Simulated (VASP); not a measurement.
# WSe2 in VASP: further runs

The runs below take WSe2 through single point, with PBE+D3(BJ).

Program: VASP 6.6.1. These are calculated values, not measurements. Logs are shortened: lines on timing, memory, paths and dates and some standing lists are left out, and cuts for length are marked.

### Step 1. The cell of the first run

The cell holds a slab with vacuum, 6 atoms: a = 3.285 Å, b = 3.285 Å, c = 24.239 Å, α = 90.00°, β = 90.00°, γ = 120.00°.

### Step 2. Single point, PBE+D3(BJ)

The input, INCAR:

```
PREC = Accurate
ENCUT = 520
EDIFF = 1E-6
ISMEAR = 0
SIGMA = 0.05
LREAL = False
LASPH = True
NELM = 100
ALGO = Normal
ISIF = 2
LWAVE = False
LCHARG = False
LDIPOL = True
IDIPOL = 3
DIPOL = 0.5 0.5 0.393
GGA = PE
IVDW = 12
NBANDS = 35
```

The input, KPOINTS:

```
Automatic mesh
0
Gamma
  9 9 1
```

The input, POSCAR:

```
WSe2
1.0
    3.2854926884      0.0000000000      0.0000000000
   -1.6427463442      2.8453201321      0.0000000000
    0.0000000000      0.0000000000     24.2386466672
Se W
4 2
Direct
    0.3333333333      0.6666666667      0.1856539295
    0.3333333333      0.6666666667      0.3246601777
    0.3333333333      0.6666666667      0.4612189569
    0.3333333333      0.6666666667      0.6002252051
    0.6666666667      0.3333333333      0.2551570536
    0.0000000000      1.0000000000      0.5307220810
```

Potentials or basis: VASP PAW PBE potentials, release 64 (Se, W_sv).

On the command line:

```console
> cat potpaw_PBE.64/Se/POTCAR potpaw_PBE.64/W_sv/POTCAR > POTCAR
> mpirun -np 1 vasp_std > vasp.out
```

OUTCAR:

```text
PREC = Accurate
   ENCUT = 520
   EDIFF = 1E-6
   ISMEAR = 0
   LREAL = False
   LASPH = True
   NELM = 100
   ISIF = 2
   GGA = PE
   IVDW = 12
 IVDW          = 12

 ion  position               nearest neighbor table
   1  0.333  0.667  0.186-   5 2.54   5 2.54   5 2.54
   2  0.333  0.667  0.325-   5 2.54   5 2.54   5 2.54
   3  0.333  0.667  0.461-   6 2.54   6 2.54   6 2.54
   4  0.333  0.667  0.600-   6 2.54   6 2.54   6 2.54
   5  0.667  0.333  0.255-   2 2.54   1 2.54   2 2.54   1 2.54   2 2.54   1 2.54
   6  0.000  0.000  0.531-   3 2.54   4 2.54   3 2.54   4 2.54   3 2.54   4 2.54

  LATTYP: Found a hexagonal cell.
 ALAT       =     3.2854926884
 C/A-ratio  =     7.3774769771

  Lattice vectors:

 A1 = (   3.2854926884,   0.0000000000,   0.0000000000)
 A2 = (  -1.6427463442,   2.8453201321,   0.0000000000)
 A3 = (   0.0000000000,   0.0000000000,  24.2386466672)

Analysis of symmetry for initial positions (statically):
=====================================================================
 Subroutine PRICEL returns:
 Original cell was already a primitive cell.

 Routine SETGRP: Setting up the symmetry group for a
 hexagonal supercell.

 Subroutine GETGRP returns: Found 12 space group operations
 (whereof  6 operations were pure point group operations)
 out of a pool of 24 trial point group operations.

The static configuration has the point symmetry C_3v.
 The point group associated with its full space group is D_3d.

Analysis of symmetry for dynamics (positions and initial velocities):
=====================================================================
 Subroutine PRICEL returns:
 Original cell was already a primitive cell.

 Routine SETGRP: Setting up the symmetry group for a
 hexagonal supercell.

 Subroutine GETGRP returns: Found 12 space group operations
 (whereof  6 operations were pure point group operations)
 out of a pool of 24 trial point group operations.

The dynamic configuration has the point symmetry C_3v.
 The point group associated with its full space group is D_3d.

 Subroutine INISYM returns: Found 12 space group operations
 (whereof  6 operations are pure point group operations),
 and found     1 'primitive' translations

----------------------------------------------------------------------------------------

                                     Primitive cell

  volume of cell :     226.5896

  direct lattice vectors                    reciprocal lattice vectors
[... 92 lines left out ...]
   PSTRESS=    0.0 pullay stress
   NELECT =      52.0000    total number of electrons
   NUPDOWN=      -1.0000    fix difference up-down
   EMIN   =  10.00;   EMAX   =-10.00  energy-range for DOS
   EFERMI =   0.00;   METHOD = LEGACY
   ISMEAR =     0;   SIGMA  =   0.05  broadening in eV -4-tet -1-fermi 0-gaus
   EFERMI_NEDOS =   21; number of points for ismear=-14 and -15
   IALGO  =     38    algorithm
   IMIX   =      4    mixing-type and parameters
     AMIX     =   0.40;   BMIX     =  1.00
     AMIX_MAG =   1.60;   BMIX_MAG =  1.00
  volume/ion in A,a.u.               =      37.76       254.85
  Fermi-wavevector in a.u.,A,eV,Ry     =   1.002296  1.894065 13.668372  1.004597
  Thomas-Fermi vector in A             =   2.134774
   LORBIT       =      0    0 simple, 1 ext, 2 COOP (PROOUT), +10 PAW based schemes
   GGA     = PE    functional components
   LHFCALC =     F    Hartree Fock is set to
   AEXX    =    0.0000 exact exchange contribution
   IVDW    =    12    specifies the selected vdW correction
   LEPSILON=     F    determine dielectric tensor
   LRPA    =     F    only Hartree local field effects (RPA)
 non-spin polarized calculation
 Gauss-broadening in eV      SIGMA  =   0.05
  energy-cutoff  :      520.00
  volume of cell :      226.59
 maximum number of plane-waves:      6144
   NGX = 13   NGY = 13   NGZ = 91

 dipolmoment           0.000000      0.000000      0.000051 electrons x Angstroem

 number of electron      51.9999987 magnetization

 dipolmoment           0.000000      0.000000     -0.000002 electrons x Angstroem

 Free energy of the ion-electron system (eV)
  ---------------------------------------------------
  ext. energy  EPLUGINS =         0.00000000
  ---------------------------------------------------
  free energy    TOTEN  =       -43.08507330 eV

  energy without entropy =      -43.08507330  energy(sigma->0) =      -43.08507330

 E-fermi :   1.1863     XC(G=0):  -6.2273

 val. band max:        0.9392173980   @ k =   0.0000   0.0000   0.0000
 cond. band min:       2.3874909872   @ k =   0.2222   0.1111   0.0000
 fundamental gap:      1.4482735892
 Fermi energy:         1.1862669176

 k-point     1 :       0.0000    0.0000    0.0000
  band No.  band energies     occupation
      1     -73.1709      2.00000
      2     -73.1709      2.00000
      3     -37.4207      2.00000
      4     -37.4207      2.00000
      5     -37.2810      2.00000
      6     -37.2810      2.00000
[... 445 lines left out ...]
     34       6.1578      0.00000
     35       6.4305      0.00000

------------------------ aborting loop because EDIFF is reached ----------------------------------------

 vacuum level on the upper side and lower side of the slab       (xc-potential included)        -0.138        -0.139

 Edisp (eV)   -2.35873

 E8    (eV) :    -1.0837

  FORCE on cell =-STRESS in cart. coord.  units (eV):
  Direction    XX          YY          ZZ          XY          YZ          ZX
  --------------------------------------------------------------------------------------
  -------------------------------------------------------------------------------------
  Total       0.00408     0.00408     1.10421     0.00000     0.00000    -0.00000
  in kB       0.02883     0.02883     7.80772     0.00000     0.00000    -0.00000
  external pressure =        2.62 kB  Pullay stress =        0.00 kB

 VOLUME and BASIS-vectors are now :
 -----------------------------------------------------------------------------
  energy-cutoff  :      520.00
  volume of cell :      226.59
      direct lattice vectors                 reciprocal lattice vectors
     3.285492688  0.000000000  0.000000000     0.304368353  0.175727151  0.000000000
    -1.642746344  2.845320132  0.000000000     0.000000000  0.351454302  0.000000000
     0.000000000  0.000000000 24.238646667     0.000000000  0.000000000  0.041256429

 POSITION                                       TOTAL-FORCE (eV/Angst)
 -----------------------------------------------------------------------------------
     -0.00000      1.89688      4.50000         0.000000     -0.000000     -0.039535
     -0.00000      1.89688      7.86932         0.000000      0.000000     -0.178242
     -0.00000      1.89688     11.17932         0.000000      0.000000      0.178242
     -0.00000      1.89688     14.54865        -0.000000      0.000000      0.039535
      1.64275      0.94844      6.18466        -0.000000      0.000000     -0.024760
      0.00000      0.00000     12.86398         0.000000      0.000000      0.024760
 -----------------------------------------------------------------------------------
    total drift:                               -0.000000     -0.000000     -0.000049

  FREE ENERGIE OF THE ION-ELECTRON SYSTEM (eV)
  ---------------------------------------------------
  free  energy   TOTEN  =       -45.4438025954 eV

  energy  without entropy=      -45.4438025954  energy(sigma->0) =      -45.44380260

 vacuum level on the upper side and lower side of the slab         5.829         5.828
```

Wall time 1.7 min (1 thread of Intel Xeon Platinum 8375C at 2.90GHz (Ice Lake), shared host); peak memory 0.35 GiB.

Results:

| Item | Value |
| --- | --- |
| Free energy | -45.4438 eV |
| Largest force | 0.178 eV/Å |
| Band gap on the k mesh | 1.45 eV, indirect (least direct gap 1.67 eV) |
| Dispersion energy per atom | -0.393 eV |

Forces on the atoms (eV/Å):
```
Se   0.000  0.000 -0.040
Se   0.000  0.000 -0.178
Se   0.000  0.000  0.178
Se   0.000  0.000  0.040
W    0.000  0.000 -0.025
W    0.000  0.000  0.025
```

Caveat: spin-orbit coupling is left out, which moves the levels of the heavy elements.

### Step 3. Single point, PBE+D3(BJ)

The input, INCAR:

```
PREC     = Accurate       # precision mode
ENCUT    = 520            # plane-wave cutoff, eV
EDIFF    = 1E-6           # SCF threshold, eV
ISMEAR   = 0              # smearing method
SIGMA    = 0.05           # smearing width, eV
LREAL    = False          # projectors in reciprocal space
LASPH    = True           # aspherical terms in the spheres
NELM     = 100            # most SCF steps
ALGO     = Normal         # electronic algorithm
ISIF     = 2              # what is computed and relaxed
LWAVE    = False          # write WAVECAR
LCHARG   = False          # write CHGCAR
LDIPOL   = True         
IDIPOL   = 3            
DIPOL    = 0.5 0.5 0.393
GGA      = PE             # functional
IVDW     = 12             # dispersion correction
NBANDS   = 35             # bands
```

KPOINTS is that of step 2.

The input, POSCAR:

```
WSe2
1.0
    3.2854926884      0.0000000000      0.0000000000
   -1.6427463442      2.8453201321      0.0000000000
    0.0000000000      0.0000000000     24.2386466672
Se W
4 2
Direct
    0.3333333333      0.6666666667      0.1856539295
    0.3333333333      0.6666666667      0.3246601777
    0.6666666667      1.3333333333      0.4612189569
    0.6666666667      1.3333333333      0.6002252051
    0.6666666667      0.3333333333      0.2551570536
    0.3333333333      1.6666666667      0.5307220810
```

Potentials or basis: VASP PAW PBE potentials, release 64 (Se, W_sv).

On the command line:

```console
> cat potpaw_PBE.64/Se/POTCAR potpaw_PBE.64/W_sv/POTCAR > POTCAR
> mpirun -np 1 vasp_std > vasp.out
```

OUTCAR:

```text
PREC = Accurate
   ENCUT = 520
   EDIFF = 1E-6
   ISMEAR = 0
   LREAL = False
   LASPH = True
   NELM = 100
   ISIF = 2
   GGA = PE
   IVDW = 12
 IVDW          = 12

 ion  position               nearest neighbor table
   1  0.333  0.667  0.186-   5 2.54   5 2.54   5 2.54
   2  0.333  0.667  0.325-   5 2.54   5 2.54   5 2.54
   3  0.667  0.333  0.461-   6 2.54   6 2.54   6 2.54
   4  0.667  0.333  0.600-   6 2.54   6 2.54   6 2.54
   5  0.667  0.333  0.255-   2 2.54   1 2.54   2 2.54   1 2.54   2 2.54   1 2.54
   6  0.333  0.667  0.531-   3 2.54   4 2.54   3 2.54   4 2.54   3 2.54   4 2.54

  LATTYP: Found a hexagonal cell.
 ALAT       =     3.2854926884
 C/A-ratio  =     7.3774769771

  Lattice vectors:

 A1 = (   3.2854926884,   0.0000000000,   0.0000000000)
 A2 = (  -1.6427463442,   2.8453201321,   0.0000000000)
 A3 = (   0.0000000000,   0.0000000000,  24.2386466672)

Analysis of symmetry for initial positions (statically):
=====================================================================
 Subroutine PRICEL returns:
 Original cell was already a primitive cell.

 Routine SETGRP: Setting up the symmetry group for a
 hexagonal supercell.

 Subroutine GETGRP returns: Found 12 space group operations
 (whereof  6 operations were pure point group operations)
 out of a pool of 24 trial point group operations.

The static configuration has the point symmetry C_3v.
 The point group associated with its full space group is D_3d.

Analysis of symmetry for dynamics (positions and initial velocities):
=====================================================================
 Subroutine PRICEL returns:
 Original cell was already a primitive cell.

 Routine SETGRP: Setting up the symmetry group for a
 hexagonal supercell.

 Subroutine GETGRP returns: Found 12 space group operations
 (whereof  6 operations were pure point group operations)
 out of a pool of 24 trial point group operations.

The dynamic configuration has the point symmetry C_3v.
 The point group associated with its full space group is D_3d.

 Subroutine INISYM returns: Found 12 space group operations
 (whereof  6 operations are pure point group operations),
 and found     1 'primitive' translations

----------------------------------------------------------------------------------------

                                     Primitive cell

  volume of cell :     226.5896

  direct lattice vectors                    reciprocal lattice vectors
     3.285492688  0.000000000  0.000000000     0.304368353  0.175727151  0.000000000
    -1.642746344  2.845320132  0.000000000     0.000000000  0.351454302  0.000000000
     0.000000000  0.000000000 24.238646667     0.000000000  0.000000000  0.041256429

  length of vectors
     3.285492688  3.285492688 24.238646667     0.351454302  0.351454302  0.041256429

  position of ions in fractional coordinates (direct lattice)
     0.333333333  0.666666667  0.185653929
     0.333333333  0.666666667  0.324660178
     0.666666667  0.333333333  0.461218957
     0.666666667  0.333333333  0.600225205
     0.666666667  0.333333333  0.255157054
     0.333333333  0.666666667  0.530722081

  ion indices of the primitive-cell ions
   primitive index   ion index
                 1           1
[... 45 lines left out ...]
  0.333333  0.333333  0.000000      2.000000
   k-points           NKPTS =     12   k-points in BZ     NKDIM =     12   number of bands    NBANDS=     35
   number of dos      NEDOS =    301   number of ions     NIONS =      6
   total plane-waves  NPLWV = 103680
   dimension x,y,z NGX =    24 NGY =   24 NGZ =  180
   dimension x,y,z NGXF=    48 NGYF=   48 NGZF=  360
   ions per type =               4   2
   NGX,Y,Z   is equivalent  to a cutoff of  12.14, 12.14, 12.35 a.u.
   NGXF,Y,Z  is equivalent  to a cutoff of  24.29, 24.29, 24.69 a.u.
 SYSTEM =  unknown system
   PREC   = accura    normal or accurate (medium, high low for compatibility)
   ISTART =      0    job   : 0-new  1-cont  2-samecut
   ICHARG =      2    charge: 1-file 2-atom 10-const
   ISPIN  =      1    spin polarized calculation?
   LNONCOLLINEAR =      F non collinear calculations
   LSORBIT =      F    spin-orbit coupling
   LASPH  =      T    aspherical Exc in radial PAW
   ENCUT  =  520.0 eV  38.22 Ry    6.18 a.u.   6.11  6.11 45.07*2*pi/ulx,y,z
   NELM   =    100;   NELMIN=  2; NELMDL= -5     # of ELM steps
   EDIFF  = 0.1E-05   stopping-criterion for ELM
   LREAL  =      F    real-space projection
   EDIFFG = 0.1E-04   stopping-criterion for IOM
   NSW    =      0    number of steps for IOM
   IBRION =     -1    ionic relax: 0-MD 1-quasi-New 2-CG
   NFREE  =      0    steps in history (QN), initial steepest desc. (CG)
   ISIF   =      2    stress and relaxation
   ISYM   =      2    0-nonsym 1-usesym 2-fastsym
   POTIM  = 0.5000    time-step for ionic-motion
   TEBEG  =    0.0;   TEEND  =   0.0 temperature during run
   PSTRESS=    0.0 pullay stress
   NELECT =      52.0000    total number of electrons
   NUPDOWN=      -1.0000    fix difference up-down
   EMIN   =  10.00;   EMAX   =-10.00  energy-range for DOS
   EFERMI =   0.00;   METHOD = LEGACY
   ISMEAR =     0;   SIGMA  =   0.05  broadening in eV -4-tet -1-fermi 0-gaus
   EFERMI_NEDOS =   21; number of points for ismear=-14 and -15
   IALGO  =     38    algorithm
   IMIX   =      4    mixing-type and parameters
     AMIX     =   0.40;   BMIX     =  1.00
     AMIX_MAG =   1.60;   BMIX_MAG =  1.00
  volume/ion in A,a.u.               =      37.76       254.85
  Fermi-wavevector in a.u.,A,eV,Ry     =   1.002296  1.894065 13.668372  1.004597
  Thomas-Fermi vector in A             =   2.134774
   LORBIT       =      0    0 simple, 1 ext, 2 COOP (PROOUT), +10 PAW based schemes
   GGA     = PE    functional components
   LHFCALC =     F    Hartree Fock is set to
   AEXX    =    0.0000 exact exchange contribution
   IVDW    =    12    specifies the selected vdW correction
   LEPSILON=     F    determine dielectric tensor
   LRPA    =     F    only Hartree local field effects (RPA)
 non-spin polarized calculation
 Gauss-broadening in eV      SIGMA  =   0.05
  energy-cutoff  :      520.00
  volume of cell :      226.59
 maximum number of plane-waves:      6144
   NGX = 13   NGY = 13   NGZ = 91

 dipolmoment           0.000000      0.000000      0.000066 electrons x Angstroem

 number of electron      51.9999987 magnetization

 dipolmoment           0.000000      0.000000     -0.000002 electrons x Angstroem

 Free energy of the ion-electron system (eV)
  ---------------------------------------------------
  ext. energy  EPLUGINS =         0.00000000
  ---------------------------------------------------
  free energy    TOTEN  =       -43.20133986 eV

  energy without entropy =      -43.20133986  energy(sigma->0) =      -43.20133986

 E-fermi :   1.2832     XC(G=0):  -6.2371

 val. band max:        0.8967531014   @ k =   0.3333   0.3333   0.0000
 cond. band min:       2.3963969794   @ k =   0.2222   0.1111   0.0000
 fundamental gap:      1.4996438779
 Fermi energy:         1.2832387354

 k-point     1 :       0.0000    0.0000    0.0000
  band No.  band energies     occupation
      1     -73.1820      2.00000
      2     -73.1820      2.00000
      3     -37.4274      2.00000
      4     -37.4274      2.00000
      5     -37.2939      2.00000
      6     -37.2939      2.00000
[... 445 lines left out ...]
     34       5.7477      0.00000
     35       6.7945      0.00000

------------------------ aborting loop because EDIFF is reached ----------------------------------------

 vacuum level on the upper side and lower side of the slab       (xc-potential included)        -0.138        -0.140

 Edisp (eV)   -2.36037

 E8    (eV) :    -1.0849

  FORCE on cell =-STRESS in cart. coord.  units (eV):
  Direction    XX          YY          ZZ          XY          YZ          ZX
  --------------------------------------------------------------------------------------
  -------------------------------------------------------------------------------------
  Total      -0.02831    -0.02831    -0.27330     0.00000     0.00000     0.00000
  in kB      -0.20015    -0.20015    -1.93243     0.00000     0.00000     0.00000
  external pressure =       -0.78 kB  Pullay stress =        0.00 kB

 VOLUME and BASIS-vectors are now :
 -----------------------------------------------------------------------------
  energy-cutoff  :      520.00
  volume of cell :      226.59
      direct lattice vectors                 reciprocal lattice vectors
     3.285492688  0.000000000  0.000000000     0.304368353  0.175727151  0.000000000
    -1.642746344  2.845320132  0.000000000     0.000000000  0.351454302  0.000000000
     0.000000000  0.000000000 24.238646667     0.000000000  0.000000000  0.041256429

 POSITION                                       TOTAL-FORCE (eV/Angst)
 -----------------------------------------------------------------------------------
     -0.00000      1.89688      4.50000        -0.000000      0.000000     -0.035236
     -0.00000      1.89688      7.86932        -0.000000      0.000000      0.112764
      1.64275      0.94844     11.17932         0.000000      0.000000     -0.112764
      1.64275      0.94844     14.54865         0.000000     -0.000000      0.035236
      1.64275      0.94844      6.18466         0.000000     -0.000000      0.030593
     -0.00000      1.89688     12.86398        -0.000000      0.000000     -0.030593
 -----------------------------------------------------------------------------------
    total drift:                               -0.000000     -0.000000     -0.000050

  FREE ENERGIE OF THE ION-ELECTRON SYSTEM (eV)
  ---------------------------------------------------
  free  energy   TOTEN  =       -45.5617052628 eV

  energy  without entropy=      -45.5617052628  energy(sigma->0) =      -45.56170526

 vacuum level on the upper side and lower side of the slab         5.826         5.825
```

Run time: 1.7 min. Hardware: 1 thread of Intel Xeon Platinum 8375C at 2.90GHz (Ice Lake), shared host; peak memory 0.35 GiB.

What came out:

| Property | Result |
| --- | --- |
| Free energy | -45.5617 eV |
| Largest force | 0.113 eV/Å |
| Band gap on the k mesh | 1.50 eV, indirect (least direct gap 1.63 eV) |
| Dispersion energy per atom | -0.393 eV |

Forces in eV/Å, atoms in the order of the input:
```
Se   0.000  0.000 -0.035
Se   0.000  0.000  0.113
Se   0.000  0.000 -0.113
Se   0.000  0.000  0.035
W    0.000  0.000  0.031
W    0.000  0.000 -0.031
```

Caveat: spin-orbit coupling is left out, which moves the levels of the heavy elements.

[end of part 1 of 2]
